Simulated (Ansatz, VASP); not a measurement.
# Two plane-wave programs on Br

The input INCAR:

```
SYSTEM = Br
  PREC = Accurate
  ENCUT = 520
  EDIFF = 1E-6
  ISMEAR = 0
  SIGMA = 0.15
  LREAL = .False.
  LASPH = .True.
  NELM = 60
  ALGO = Fast
  ISIF = 2
  LWAVE = .False.
  LCHARG = .True.
  GGA = PE
  IVDW = 12
  LELF = .True.
  LVHAR = .True.
  NBANDS = 10
```

The input KPOINTS:

```
regular mesh
0
Gamma
  22 22 22
  0 0 0
```

Contents of POSCAR:

```
Br
1.0
   -1.4690500000      1.4690500000      3.0415500000
    1.4690500000     -1.4690500000      3.0415500000
    1.4690500000      1.4690500000     -3.0415500000
Br
1
Direct
    0.0000000000      0.0000000000      0.0000000000
```

Input for Ansatz:

```yaml
crystal:
  lattice:
    - [-1.46905, 1.46905, 3.04155]
    - [1.46905, -1.46905, 3.04155]
    - [1.46905, 1.46905, -3.04155]
  atoms:
    - { symbol: Br, position: [0.0, 0.0, 0.0] }
basis:
  ecutwfc: 420
kpoints:
  mp_grid: { grid: [22, 22, 22] }
hamiltonian:
  xc: pbe
  dispersion: d3bj
scf:
  occupations: { method: gaussian, width: 0.15 }
output:
  forces: true
  stress: true
  eigenvalues: true
  write_density: true
  write_potential: true
  elf: true
  volumetric_format: npy
```

Alike in both runs: task single point; functional PBE; dispersion D3(BJ); k mesh 22 × 22 × 22; occupations gaussian, width 0.15 eV; no spin polarisation.

|  | VASP | Ansatz |
| --- | --- | --- |
| version | VASP 6.6.1 | Ansatz 0.2.0 |
| potentials or method | VASP PAW PBE potentials, release 64 (Br), cutoff 520 eV | scalar-relativistic, plane waves, PAW |
| valence electrons in the cell | 7 | 7 |

Ansatz gave:

```
gap on the k mesh at the Fermi level (eV)                     : none
pressure (GPa)                                                : -1.2
traceless stress, the component that is largest in VASP (GPa) : 6.52
```

Q: Which values does VASP return?

A: gap on the k mesh at the Fermi level (eV): none; pressure (GPa): -1.2; traceless stress, the component that is largest in VASP (GPa): 6.50.

A gap of «none» marks a metal or a gap that the smearing closes.
